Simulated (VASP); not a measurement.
# AlN (F-43m) in VASP: phonons with PBEsol+D4

Aim: the phonons of AlN with PBEsol+D4.

All numbers are computed with VASP 6.6.1; they aren't measurements. Logs are shortened: lines on timing, memory, paths and dates and some standing lists are left out, and cuts for length are marked.

## Step 1: The cell of the first run

It takes space group F-43m (No. 216, cubic). The conventional cell has a = 4.368 Å, b = 4.368 Å, c = 4.368 Å, α = 90.00°, β = 90.00°, γ = 90.00°. Within 2.5 Å of Al (site symmetry -43m) lie 4 N at 1.89 Å. Within 2.5 Å of N (site symmetry -43m) lie 4 Al at 1.89 Å.

## Step 2: Phonons, PBEsol+D4

The input, INCAR:

```
PREC = Accurate
ENCUT = 520
EDIFF = 1E-8
ISMEAR = 1
SIGMA = 0.1
LREAL = F
LASPH = T
NELM = 60
ALGO = Normal
ISIF = 2
LWAVE = F
LCHARG = T
GGA = PS
IVDW = 13
NBANDS = 11
IBRION = 6
NFREE = 2
POTIM = 0.015
NSW = 1
```

The input, KPOINTS:

```
regular mesh
0
Gamma
  8 8 8
```

The input, POSCAR:

```
AlN
1.0
    0.0000000000      2.1839940000      2.1839940000
    2.1839940000      0.0000000000      2.1839940000
    2.1839940000      2.1839940000      0.0000000000
Al N
1 1
Direct
    0.0000000000      0.0000000000      0.0000000000
    0.7500000000      0.7500000000      0.7500000000
```

Potentials or basis: VASP PAW PBE potentials, release 64 (Al, N).

On the command line:

```bash
> cat potpaw_PBE.64/Al/POTCAR potpaw_PBE.64/N/POTCAR > POTCAR
> mpirun -np 1 vasp_std > vasp.out
```

OUTCAR:

```text
PREC = Accurate
   ENCUT = 520
   EDIFF = 1E-8
   ISMEAR = 1
   LREAL = F
   LASPH = T
   NELM = 60
   ISIF = 2
   GGA = PS
   IVDW = 13
   IBRION = 6
   NFREE = 2
   POTIM = 0.015
   NSW = 1

 ion  position               nearest neighbor table
   1  0.000  0.000  0.000-   2 1.89   2 1.89   2 1.89   2 1.89
   2  0.750  0.750  0.750-   1 1.89   1 1.89   1 1.89   1 1.89

  LATTYP: Found a face centered cubic cell.
 ALAT       =     4.3679880000

  Lattice vectors:

 A1 = (   0.0000000000,   2.1839940000,   2.1839940000)
 A2 = (   2.1839940000,   0.0000000000,   2.1839940000)
 A3 = (   2.1839940000,   2.1839940000,   0.0000000000)

Analysis of symmetry for initial positions (statically):
=====================================================================
 Subroutine PRICEL returns:
 Original cell was already a primitive cell.

 Routine SETGRP: Setting up the symmetry group for a
 face centered cubic supercell.

 Subroutine GETGRP returns: Found 24 space group operations
 (whereof 24 operations were pure point group operations)
 out of a pool of 48 trial point group operations.

The static configuration has the point symmetry T_d .

Analysis of symmetry for dynamics (positions and initial velocities):
=====================================================================
 Subroutine PRICEL returns:
 Original cell was already a primitive cell.

 Routine SETGRP: Setting up the symmetry group for a
 face centered cubic supercell.

 Subroutine GETGRP returns: Found 24 space group operations
 (whereof 24 operations were pure point group operations)
 out of a pool of 48 trial point group operations.

The dynamic configuration has the point symmetry T_d .

 Subroutine INISYM returns: Found 24 space group operations
 (whereof 24 operations are pure point group operations),
 and found     1 'primitive' translations

----------------------------------------------------------------------------------------

                                     Primitive cell

  volume of cell :      20.8346

  direct lattice vectors                    reciprocal lattice vectors
     0.000000000  2.183994000  2.183994000    -0.228938358  0.228938358  0.228938358
     2.183994000  0.000000000  2.183994000     0.228938358 -0.228938358  0.228938358
     2.183994000  2.183994000  0.000000000     0.228938358  0.228938358 -0.228938358

  length of vectors
     3.088633935  3.088633935  3.088633935     0.396532868  0.396532868  0.396532868

  position of ions in fractional coordinates (direct lattice)
     0.000000000  0.000000000  0.000000000
[... 128 lines left out ...]

------------------------ aborting loop because EDIFF is reached ----------------------------------------

  DFT-D4 for vdW energy calculation

  Edisp (eV):   -0.34830
[... 151 lines left out ...]
--------------------------------------- Ionic step        5  -------------------------------------------

 number of electron       8.0000000 magnetization

 Free energy of the ion-electron system (eV)
  ---------------------------------------------------
  ext. energy  EPLUGINS =         0.00000000
  ---------------------------------------------------
  free energy    TOTEN  =       -15.60874635 eV

  energy without entropy =      -15.60918903  energy(sigma->0) =      -15.60889391

 E-fermi :   5.9313     XC(G=0): -11.1291

 val. band max:        5.9162701344   @ k =   0.0000   0.0000   0.0000
 cond. band min:       9.0648551351   @ k =   0.5000   0.5000   0.0000
 fundamental gap:      3.1485850006
 Fermi energy:         5.9313106272

 k-point     1 :       0.0000    0.0000    0.0000
  band No.  band energies     occupation
      1      -9.0801      2.00000
      2       5.8391      2.03004
      3       5.8787      1.76770
      4       5.9163      1.25140
      5      10.0105      0.00000
      6      18.3422      0.00000
      7      18.3470      0.00000
      8      18.3519      0.00000
      9      23.4633      0.00000
     10      23.4652      0.00000
     11      24.8225      0.00000
[... 309 lines left out ...]
 k-point    24 :      -0.3750    0.2500    0.1250
  band No.  band energies     occupation
      1      -6.6723      2.00000
      2       0.6961      2.00000
      3       3.6320      2.00000
      4       4.7287      2.00000
      5      12.8735      0.00000
      6      15.0369      0.00000
      7      17.9629      0.00000
      8      18.4632      0.00000
      9      22.9540      0.00000
     10      24.5154      0.00000
     11      27.7515      0.00000

 [... further k-points ...]

------------------------ aborting loop because EDIFF is reached ----------------------------------------

  DFT-D4 for vdW energy calculation

  Edisp (eV):   -0.34830
[... 25 lines left out ...]
  FREE ENERGIE OF THE ION-ELECTRON SYSTEM (eV)
  ---------------------------------------------------
  free  energy   TOTEN  =       -15.9570501163 eV

  energy  without entropy=      -15.9574927950  energy(sigma->0) =      -15.95719768

 INTERNAL STRAIN TENSORS FROM DISPLACED ATOMS
 ============================================

 INTERNAL STRAIN TENSOR FOR ION    1 for displacements in x,y,z  (eV/Angst):
          X           Y           Z          XY          YZ          ZX
  --------------------------------------------------------------------------------
  x     0.00000    -0.00000     0.00000     0.00000    -9.76002     0.00000
  y    -0.00000     0.00000     0.00000     0.00000     0.00000    -9.76002
  z    -0.00000     0.00000     0.00000    -9.76002     0.00000     0.00000

 INTERNAL STRAIN TENSOR FOR ION    2 for displacements in x,y,z  (eV/Angst):
          X           Y           Z          XY          YZ          ZX
  --------------------------------------------------------------------------------
  x     0.00000     0.00000     0.00000     0.00000     9.75116     0.00000
  y     0.00000    -0.00000     0.00000     0.00000     0.00000     9.75116
  z     0.00000     0.00000     0.00000     9.75116     0.00000     0.00000

 Eigenvectors and eigenvalues of the dynamical matrix
 ----------------------------------------------------

   1 f  =   19.436652 THz   122.124087 2PiTHz  648.336926 cm-1    80.383498 meV
             X         Y         Z           dx          dy          dz
      0.000000  0.000000  0.000000    -0.584539    0.000000    0.000000
      3.275991  3.275991  3.275991     0.811366    0.000000    0.000000
[... 21 lines left out ...]
   6 f/i=    0.000976 THz     0.006130 2PiTHz    0.032544 cm-1     0.004035 meV
             X         Y         Z           dx          dy          dz
      0.000000  0.000000  0.000000    -0.055241   -0.479153   -0.652438
      3.275991  3.275991  3.275991    -0.039797   -0.345200   -0.470041

 ELASTIC MODULI CONTR FROM IONIC RELAXATION (kBar)
 Direction    XX          YY          ZZ          XY          YZ          ZX
 --------------------------------------------------------------------------------
 XX          -0.0000      0.0000      0.0000     -0.0000     -0.0000     -0.0000
 YY           0.0000     -0.0000      0.0000      0.0000     -0.0000      0.0000
 ZZ           0.0000      0.0000     -0.0000     -0.0000      0.0000      0.0000
 XY          -0.0000      0.0000     -0.0000   -513.6336      0.0000      0.0000
 YZ          -0.0000     -0.0000      0.0000      0.0000   -513.6336      0.0000
 ZX          -0.0000      0.0000      0.0000      0.0000      0.0000   -513.6336
 --------------------------------------------------------------------------------
```

stdout:

```text
POSCAR found type information on POSCAR AlN
 POSCAR found :  2 types and       2 ions
 scaLAPACK will be used
 -----------------------------------------------------------------------------
|                                                                             |
|                                                                             |
|     You enforced a specific xc type in the INCAR file but a different       |
|     I HOPE YOU KNOW WHAT YOU ARE DOING!                                     |
|                                                                             |
 -----------------------------------------------------------------------------

 LDA part: xc-table for (Slater+PW92), standard interpolation
 POSCAR, INCAR and KPOINTS ok, starting setup
 FFT: planning ... GRIDC
 FFT: planning ... GRID_SOFT
 FFT: planning ... GRID
 WAVECAR not read
 entering main loop
 Found     2 degrees of freedom:
 Finite differences POTIM= 0.01500 DOF=   2
 bond charge predicted
 Finite differences progress:
 bond charge predicted
 Finite differences progress:
 bond charge predicted
 Finite differences progress:
 bond charge predicted
 Finite differences progress:
```

Wall time 63 s (1 thread of Intel Xeon 8259CL, shared host); peak memory 0.16 GiB.

What came out:

```
Highest phonon frequency at Γ, LO-TO splitting left out : 648 cm⁻¹
Dispersion energy per atom                              : -0.174 eV
```

Phonon frequencies in cm⁻¹ (negative: imaginary):
| q point | frequencies |
| --- | --- |
| (0.000, 0.000, 0.000) | 0 0 0 648 648 648 |

Caveat: the cell wasn't relaxed at this level first, which shifts response properties.
